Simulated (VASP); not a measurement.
# MnO (Fm-3m) in VASP: single point with PBEsol+U

Aim: the single point of MnO with PBEsol+U.

All numbers are computed with VASP 6.6.1; they aren't measurements. Logs are shortened: lines on timing, memory, paths and dates and some standing lists are left out, and cuts for length are marked.

### Step 1. The cell of the first run

The structure is cubic, space group Fm-3m (No. 225). Conventional cell: a = 4.446 Å, b = 4.446 Å, c = 4.446 Å, α = 90.00°, β = 90.00°, γ = 90.00°. Mn (site symmetry m-3m) has 6 O at 2.22 Å within 2.9 Å. Within 2.9 Å of O (site symmetry m-3m) lie 6 Mn at 2.22 Å.

### Step 2. Single point, PBEsol+U, collinear spin, ferromagnetic start

INCAR

```
SYSTEM = MnO
  PREC = Accurate
  ENCUT = 700
  EDIFF = 1E-6
  ISMEAR = 0
  SIGMA = 0.2
  LREAL = .FALSE.
  LASPH = .TRUE.
  NELM = 200
  ALGO = Normal
  ISIF = 2
  LWAVE = .FALSE.
  LCHARG = .FALSE.
  ISPIN = 2
  MAGMOM = 5.2 0
  LORBIT = 11
  LMAXMIX = 4
  LDAU = .TRUE.
  LDAUTYPE = 2
  LDAUL = 2 -1
  LDAUU = 3 0
  LDAUJ = 0 0
  LDAUPRINT = 1
  GGA = PS
  NBANDS = 22
  GGA_COMPAT = .FALSE.
```

KPOINTS

```
Automatic mesh
0
G
  5 5 5
  0 0 0
```

POSCAR

```
MnO
1.0
    0.0000000000      2.2230000000      2.2230000000
    2.2230000000      0.0000000000      2.2230000000
    2.2230000000      2.2230000000      0.0000000000
Mn O
1 1
Direct
    0.0000000000      0.0000000000      0.0000000000
    0.5000000000      0.5000000000      0.5000000000
```

Potentials or basis: VASP PAW PBE potentials, release 64 (Mn_sv, O).

The run is started by

```sh
cat potpaw_PBE.64/Mn_sv/POTCAR potpaw_PBE.64/O/POTCAR > POTCAR
mpirun -np 1 vasp_std > vasp.out
```

OUTCAR:

```text
SYSTEM = MnO
   PREC = Accurate
   ENCUT = 700
   EDIFF = 1E-6
   ISMEAR = 0
   LREAL = .FALSE.
   LASPH = .TRUE.
   NELM = 200
   ISIF = 2
   ISPIN = 2
   LORBIT = 11
   GGA = PS

 ion  position               nearest neighbor table
   1  0.000  0.000  0.000-   2 2.22   2 2.22   2 2.22   2 2.22   2 2.22   2 2.22
   2  0.500  0.500  0.500-   1 2.22   1 2.22   1 2.22   1 2.22   1 2.22   1 2.22

  LATTYP: Found a face centered cubic cell.
 ALAT       =     4.4460000000

  Lattice vectors:

 A1 = (   0.0000000000,   2.2230000000,   2.2230000000)
 A2 = (   2.2230000000,   0.0000000000,   2.2230000000)
 A3 = (   2.2230000000,   2.2230000000,   0.0000000000)

Analysis of symmetry for initial positions (statically):
=====================================================================
 Subroutine PRICEL returns:
 Original cell was already a primitive cell.

 Routine SETGRP: Setting up the symmetry group for a
 face centered cubic supercell.

 Subroutine GETGRP returns: Found 48 space group operations
 (whereof 48 operations were pure point group operations)
 out of a pool of 48 trial point group operations.

The static configuration has the point symmetry O_h .

Analysis of symmetry for dynamics (positions and initial velocities):
=====================================================================
 Subroutine PRICEL returns:
 Original cell was already a primitive cell.

 Routine SETGRP: Setting up the symmetry group for a
 face centered cubic supercell.

 Subroutine GETGRP returns: Found 48 space group operations
 (whereof 48 operations were pure point group operations)
 out of a pool of 48 trial point group operations.

The dynamic configuration has the point symmetry O_h .

Analysis of structural, dynamic, and magnetic symmetry:
=====================================================================
 Subroutine PRICEL returns:
 Original cell was already a primitive cell.

 Routine SETGRP: Setting up the symmetry group for a
 face centered cubic supercell.

 Subroutine GETGRP returns: Found 48 space group operations
 (whereof 48 operations were pure point group operations)
 out of a pool of 48 trial point group operations.

The overall configuration has the point symmetry O_h .

 Subroutine INISYM returns: Found 48 space group operations
 (whereof 48 operations are pure point group operations),
 and found     1 'primitive' translations

----------------------------------------------------------------------------------------

                                     Primitive cell

  volume of cell :      21.9709

  direct lattice vectors                    reciprocal lattice vectors
     0.000000000  2.223000000  2.223000000    -0.224921278  0.224921278  0.224921278
     2.223000000  0.000000000  2.223000000     0.224921278 -0.224921278  0.224921278
     2.223000000  2.223000000  0.000000000     0.224921278  0.224921278 -0.224921278

  length of vectors
     3.143796749  3.143796749  3.143796749     0.389575080  0.389575080  0.389575080

  position of ions in fractional coordinates (direct lattice)
     0.000000000  0.000000000  0.000000000
     0.500000000  0.500000000  0.500000000

  ion indices of the primitive-cell ions
   primitive index   ion index
                 1           1
                 2           2

----------------------------------------------------------------------------------------

 KPOINTS: Automatic mesh

Automatic generation of k-mesh.
 Grid dimensions read from file:
 generate k-points for:    5    5    5

 Generating k-lattice:

  Cartesian coordinates                     Fractional coordinates (reciprocal lattice)
    -0.044984256  0.044984256  0.044984256     0.200000000  0.000000000  0.000000000
[... 56 lines left out ...]
   NUPDOWN=      -1.0000    fix difference up-down
   EMIN   =  10.00;   EMAX   =-10.00  energy-range for DOS
   EFERMI =   0.00;   METHOD = LEGACY
   ISMEAR =     0;   SIGMA  =   0.20  broadening in eV -4-tet -1-fermi 0-gaus
   EFERMI_NEDOS =   21; number of points for ismear=-14 and -15
   IALGO  =     38    algorithm
   IMIX   =      4    mixing-type and parameters
     AMIX     =   0.40;   BMIX     =  1.00
     AMIX_MAG =   1.60;   BMIX_MAG =  1.00
  volume/ion in A,a.u.               =      10.99        74.13
  Fermi-wavevector in a.u.,A,eV,Ry     =   1.612619  3.047408 35.382500  2.600540
  Thomas-Fermi vector in A             =   2.707820
   LORBIT       =     11    0 simple, 1 ext, 2 COOP (PROOUT), +10 PAW based schemes
 LDA+U is selected, type is set to LDAUTYPE =  2
   angular momentum for each species LDAUL =     2   -1
   U (eV)           for each species LDAUU =   3.0  0.0
   J (eV)           for each species LDAUJ =   0.0  0.0
   GGA     = PS    functional components
   LHFCALC =     F    Hartree Fock is set to
   AEXX    =    0.0000 exact exchange contribution
   IVDW    =     0    specifies the selected vdW correction
   LEPSILON=     F    determine dielectric tensor
   LRPA    =     F    only Hartree local field effects (RPA)
 spin polarized calculation
 Gauss-broadening in eV      SIGMA  =   0.20
  energy-cutoff  :      700.00
  volume of cell :       21.97
 maximum number of plane-waves:       941
   NGX = 13   NGY = 13   NGZ = 13

atom =   1  type =  1  l = 2

 onsite density matrix

spin component  1

  0.9027  0.0000 -0.0000 -0.0000 -0.0000
  0.0000  0.9027 -0.0000  0.0000  0.0000
 -0.0000 -0.0000  0.9357  0.0000 -0.0000
 -0.0000  0.0000  0.0000  0.9027  0.0000
 -0.0000  0.0000 -0.0000  0.0000  0.9357

spin component  2

  0.0156  0.0000  0.0000  0.0000 -0.0000
  0.0000  0.0156 -0.0000 -0.0000 -0.0000
  0.0000 -0.0000  0.0579 -0.0000  0.0000
  0.0000 -0.0000 -0.0000  0.0156 -0.0000
 -0.0000 -0.0000  0.0000 -0.0000  0.0579

 occupancies and eigenvectors

  o =  0.0156  v =  0.0000  0.0000  0.0000  0.0000  0.0000 -0.0171  0.7936  0.0000  0.6083  0.0000      0.0000  0.0000  0.0000  0.0000  0.0000  0.0000  0.0000  0.0000  0.0000  0.0000
  o =  0.0156  v =  0.0000  0.0000  0.0000  0.0000  0.0000  0.0101  0.6085 -0.0000 -0.7935  0.0000      0.0000  0.0000  0.0000  0.0000  0.0000  0.0000  0.0000  0.0000  0.0000  0.0000
  o =  0.0156  v =  0.0000  0.0000  0.0000  0.0000  0.0000  0.9998  0.0074 -0.0000  0.0185  0.0000      0.0000  0.0000  0.0000  0.0000  0.0000  0.0000  0.0000  0.0000  0.0000  0.0000
  o =  0.0579  v =  0.0000  0.0000  0.0000  0.0000  0.0000  0.0000  0.0000  0.0166 -0.0000 -0.9999      0.0000  0.0000  0.0000  0.0000  0.0000  0.0000  0.0000  0.0000  0.0000  0.0000
  o =  0.0579  v =  0.0000  0.0000  0.0000  0.0000  0.0000 -0.0000  0.0000 -0.9999 -0.0000 -0.0166      0.0000  0.0000  0.0000  0.0000  0.0000  0.0000  0.0000  0.0000  0.0000  0.0000
  o =  0.9027  v =  0.0000  0.9569 -0.0000 -0.2906 -0.0000  0.0000  0.0000  0.0000  0.0000  0.0000      0.0000  0.0000  0.0000  0.0000  0.0000  0.0000  0.0000  0.0000  0.0000  0.0000
  o =  0.9027  v =  1.0000  0.0000  0.0000  0.0000  0.0000  0.0000  0.0000  0.0000  0.0000  0.0000      0.0000  0.0000  0.0000  0.0000  0.0000  0.0000  0.0000  0.0000  0.0000  0.0000
  o =  0.9027  v =  0.0000 -0.2906 -0.0000 -0.9569  0.0000  0.0000  0.0000  0.0000  0.0000  0.0000      0.0000  0.0000  0.0000  0.0000  0.0000  0.0000  0.0000  0.0000  0.0000  0.0000
  o =  0.9357  v =  0.0000 -0.0000 -0.9995  0.0000 -0.0307  0.0000  0.0000  0.0000  0.0000  0.0000      0.0000  0.0000  0.0000  0.0000  0.0000  0.0000  0.0000  0.0000  0.0000  0.0000
  o =  0.9357  v =  0.0000  0.0000 -0.0307 -0.0000  0.9995  0.0000  0.0000  0.0000  0.0000  0.0000      0.0000  0.0000  0.0000  0.0000  0.0000  0.0000  0.0000  0.0000  0.0000  0.0000

 number of electron      21.0000009 magnetization       5.0000113

 Free energy of the ion-electron system (eV)
  ---------------------------------------------------
  ext. energy  EPLUGINS =         0.00000000
  ---------------------------------------------------
  free energy    TOTEN  =       -16.33796231 eV

  energy without entropy =      -16.33537178  energy(sigma->0) =      -16.33666705

 E-fermi :   8.8032     XC(G=0): -12.1088

 val. band max:        8.5725694522   @ k =   0.0000   0.0000   0.0000
 cond. band min:       9.4299173654   @ k =   0.4000   0.4000   0.0000
 fundamental gap:      0.8573479132
 Fermi energy:         8.8032028287

 spin component 1

 k-point     1 :       0.0000    0.0000    0.0000
  band No.  band energies     occupation
      1     -72.1971      1.00000
      2     -41.0595      1.00000
      3     -41.0595      1.00000
      4     -41.0595      1.00000
      5     -10.8869      1.00000
      6       4.8528      1.00000
[... 239 lines left out ...]
     21      35.1435      0.00000
     22      35.3500      0.00000
 Fermi energy:         8.8032028287

 spin component 2

 k-point     1 :       0.0000    0.0000    0.0000
  band No.  band energies     occupation
      1     -67.2439      1.00000
      2     -36.1806      1.00000
      3     -36.1806      1.00000
      4     -36.1806      1.00000
      5     -10.4333      1.00000
      6       5.9760      1.00000
[... 239 lines left out ...]
     21      36.5187      0.00000
     22      37.2035      0.00000

------------------------ aborting loop because EDIFF is reached ----------------------------------------

  FORCE on cell =-STRESS in cart. coord.  units (eV):
  Direction    XX          YY          ZZ          XY          YZ          ZX
  --------------------------------------------------------------------------------------
  -------------------------------------------------------------------------------------
  Total       -0.0644146     -0.0644146     -0.0644146      0.0000000      0.0000000      0.0000000
  in kB       -4.6972806     -4.6972806     -4.6972806      0.0000000      0.0000000      0.0000000
  external PRESSURE =      -4.6972806 kB  Pullay stress =       0.0000000 kB

 VOLUME and BASIS-vectors are now :
 -----------------------------------------------------------------------------
  energy-cutoff  :      700.00
  volume of cell :       21.97
      direct lattice vectors                 reciprocal lattice vectors
     0.000000000  2.223000000  2.223000000    -0.224921278  0.224921278  0.224921278
     2.223000000  0.000000000  2.223000000     0.224921278 -0.224921278  0.224921278
     2.223000000  2.223000000  0.000000000     0.224921278  0.224921278 -0.224921278

 POSITION                                       TOTAL-FORCE (eV/Angst)
 -----------------------------------------------------------------------------------
      0.00000      0.00000      0.00000        -0.000000      0.000000     -0.000000
      2.22300      2.22300      2.22300         0.000000     -0.000000      0.000000
 -----------------------------------------------------------------------------------
    total drift:                                0.000000      0.000000      0.000000

  FREE ENERGIE OF THE ION-ELECTRON SYSTEM (eV)
  ---------------------------------------------------
  free  energy   TOTEN  =       -16.3379623125 eV

  energy  without entropy=      -16.3353717821  energy(sigma->0) =      -16.33666705

 total charge

# of ion       s       p       d       tot
------------------------------------------
    1        2.119   6.015   4.719  12.853
    2        1.548   3.429   0.000   4.977
--------------------------------------------------
tot          3.667   9.443   4.719  17.830

 magnetization (x)

# of ion       s       p       d       tot
------------------------------------------
    1        0.025   0.014   4.400   4.439
    2        0.027   0.153   0.000   0.180
--------------------------------------------------
tot          0.052   0.166   4.400   4.619
```

Run time: 18 s. Hardware: 1 thread of Intel Xeon Platinum 8259CL at 2.50GHz (Skylake/Cascade Lake), shared host; peak memory 0.17 GiB.

Results:

| Property | Result |
| --- | --- |
| Free energy | -16.3380 eV |
| Pressure | -0.5 GPa |
| Band gap on the k mesh | 0.02 eV (least direct gap 2.60 eV) |
| Net moment | 5.00 μB per cell |
| Site moments | Mn +4.44; O +0.18 μB |
| Valence electrons inside the program's atomic spheres | Mn 12.85; O 4.98 |

Eigenvalues of the final occupation matrices:
| site | spin | trace | eigenvalues |
| --- | --- | --- | --- |
| site 1 d | 1 | 4.58 | 0.90 0.90 0.90 0.94 0.94 |
| site 1 d | 2 | 0.16 | 0.02 0.02 0.02 0.06 0.06 |

Caveat: the k points lie up to 0.49 Å⁻¹ apart; the smearing spreads over this small gap; the PAW data sets were made with another functional, which shifts forces and pressure a little; an odd mesh through Γ misses points on the zone boundary, where band edges can lie; a cell with one magnetic atom can't hold antiferromagnetic order, which such compounds often take.

The gap in the log of VASP goes by the Fermi energy; the results here count the filled bands.